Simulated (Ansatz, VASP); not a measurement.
## Zn2O3 in VASP and in Ansatz

```
Zn O
1.0
     0.00000    3.91316    3.91316
     3.91316    0.00000    3.91316
     3.91316    3.91316    0.00000
Zn O
4 6
Direct
  0.62500 0.62500 0.62500
  0.62500 0.62500 0.12500
  0.62500 0.12500 0.62500
  0.12500 0.62500 0.62500
  0.12500 0.12500 0.12500
  0.12500 0.12500 0.62500
  0.12500 0.62500 0.12500
  0.62500 0.12500 0.12500
  0.25000 0.25000 0.25000
  0.00000 0.00000 0.00000
```

Alike in both runs: functional PBE; k mesh 8 × 8 × 8; occupations gaussian, width 0.02 eV; no spin polarisation.

Ansatz relaxed the structure, and its values are those at the end. VASP's run is a single point on that final structure, the one shown.

|  | VASP | Ansatz |
| --- | --- | --- |
| version | VASP 6.6.1 | Ansatz 0.2.0 |
| potentials or method | VASP PAW PBE potentials, release 64 (Zn, O), cutoff 520 eV | scalar-relativistic, plane waves, PAW |
| valence electrons in the cell | 84 | 84 |

```csv
,VASP,Ansatz,Ansatz less VASP
gap on the k mesh at the Fermi level (eV),0.06,0.06,-0.002
least direct gap on the mesh (eV),0.13,0.13,-0.001
pressure (GPa),-0.1,0.0,+0.09
```
